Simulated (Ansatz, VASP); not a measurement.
# One calculation of KI, two programs

File POSCAR:

```
KI
1.0
    4.2911966600      0.0000000000      0.0000000000
    0.0000000000      4.2911966600      0.0000000000
    0.0000000000      0.0000000000      4.2911966600
I K
1 1
Direct
    0.5000000000      0.5000000000      0.5000000000
    0.0000000000      0.0000000000      0.0000000000
```

INCAR.step1

```
ALGO = Normal ; EDIFF = 1E-5
ENCUT = 520 ; GGA = PE
ISIF = 2 ; ISMEAR = -1
LASPH = T ; LREAL = F
LWAVE = T ; NBANDS = 15
NELM = 80 ; PREC = Accurate
SIGMA = 0.05
```

The input INCAR.step2:

```
AEXX = 0.1 ; ALGO = Normal
EDIFF = 1E-6 ; ENCUT = 520
GGA = PE ; HFSCREEN = 0.2
ISIF = 2 ; ISMEAR = -1
ISTART = 1 ; LASPH = T
LCHARG = T ; LELF = T
LHFCALC = T ; LREAL = F
LVHAR = T ; LWAVE = F
NBANDS = 15 ; NELM = 80
PREC = Accurate ; PRECFOCK = Normal
SIGMA = 0.05
```

The input KPOINTS:

```
k-points
0
Gamma
  3 3 3
```

The input input.yaml:

```yaml
crystal:
  lattice:
    - [4.29119666, 0.0, 0.0]
    - [0.0, 4.29119666, 0.0]
    - [0.0, 0.0, 4.29119666]
  atoms:
    - { symbol: I, position: [0.5, 0.5, 0.5] }
    - { symbol: K, position: [0.0, 0.0, 0.0] }
hamiltonian:
  xc: { exchange: pbe, correlation: pbe, exx: { coeff: 0.1, omega: 0.2 } }
  pseudopotentials: { kind: paw }
kpoints:
  mp_grid: { grid: [3, 3, 3] }
scf:
  occupations: { method: fermi_dirac, width: 0.05 }
output:
  forces: true
  stress: true
  eigenvalues: true
  write_density: true
  write_potential: true
  elf: true
  volumetric_format: npy
```

Alike in both runs: task single point; functional PBE-based screened hybrid with a share of 0.1 of exact exchange and HFSCREEN = 0.2; k mesh 3 × 3 × 3; occupations fermi-dirac, width 0.05 eV; no spin polarisation.

|  | VASP | Ansatz |
| --- | --- | --- |
| version | VASP 6.6.1 | Ansatz 0.2.0 |
| potentials or method | VASP PAW PBE potentials, release 64 (I, K_sv) | Ansatz PAW |
| plane-wave cutoff (eV) | 520 | 420 |
| valence electrons in the cell | 16 | 26 |

|  | VASP | Ansatz | Ansatz less VASP |
| --- | --- | --- | --- |
| gap on the k mesh at the Fermi level (eV) | 3.85 | 3.86 | +0.006 |
| least direct gap on the mesh (eV) | 4.09 | 4.09 | +0.006 |
| pressure (GPa) | 0.7 | 0.7 | -0.01 |

VASP's potentials were made for PBE, not for PBE-based screened hybrid. VASP's potentials hold 16 valence electrons a cell and Ansatz's 26, so a difference there can come from the potentials and not from the codes.

The k mesh is coarse, so the values compare programs but aren't converged. Spin-orbit coupling is off throughout. Noted on Ansatz's run: odd divisions of the mesh miss points on the zone boundary, where band edges often lie, so the gap on the mesh can be too wide.
